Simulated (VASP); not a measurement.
# PbS (Galena): relaxation of the atoms with PBE

The system is PbS (Galena).

```
CELL_PARAMETERS angstrom
0.00000 2.96575 2.96575
2.96575 0.00000 2.96575
2.96575 2.96575 0.00000
ATOMIC_POSITIONS crystal
Pb 0.00000 0.00000 0.00000
S 0.50000 0.50000 0.50000
```

```
Program                : VASP 6.6.1
Task                   : relaxation of the atoms
Functional             : PBE
Potentials or basis    : VASP PAW PBE potentials, release 64 (Pb_d, S)
Cutoff                 : 520 eV
k mesh                 : 8 × 8 × 8
Occupations            : fermi-dirac, width 0.02 eV
Spin                   : no spin polarisation
Dipole correction      : no
Further INCAR settings : ALGO = Normal; EDIFF = 1e-07; IBRION = 2; EDIFFG = -0.02; NSW = 80
```

* Pressure after relaxing: 2.2 GPa
* Band gap on the k mesh: 0.36 eV, direct

Final structure:
```cif
data_structure
_symmetry_space_group_name_H-M 'P 1'
_symmetry_Int_Tables_number 1
_cell_length_a 4.1942
_cell_length_b 4.1942
_cell_length_c 4.1942
_cell_angle_alpha 60.000
_cell_angle_beta 60.000
_cell_angle_gamma 60.000
_cell_volume 52.17
loop_
_atom_site_label
_atom_site_type_symbol
_atom_site_fract_x
_atom_site_fract_y
_atom_site_fract_z
_atom_site_occupancy
Pb1 Pb 0.00000 0.00000 0.00000 1
S1 S 0.50000 0.50000 0.50000 1
```

Levels at points of the mesh, in eV from the valence-band top:
| k point | band 7 | band 8 | band 9 | band 10 | band 11 | band 12 | band 13 | band 14 |
| --- | --- | --- | --- | --- | --- | --- | --- | --- |
| (0.00, 0.00, 0.00) | -6.04 | -2.17 | -2.17 | -2.17 | 5.21 | 5.21 | 5.21 | 6.73 |
| (0.50, 0.00, 0.00) | -8.85 | -1.78 | -1.78 | 0.00 | 0.36 | 1.96 | 1.96 | 8.66 |
| (0.50, 0.50, 0.00) | -7.20 | -5.20 | -3.44 | -3.44 | 3.86 | 5.58 | 5.68 | 5.68 |

It took 13 s on 1 thread of Intel(R) Xeon(R) Platinum 8488C (Sapphire Rapids), on a shared host, peak memory 0.18 GiB.

Caveat: the relaxation stopped at its first step, so nothing moved; spin-orbit coupling is left out, which moves the levels of the heavy elements. A k mesh can miss the band edges.
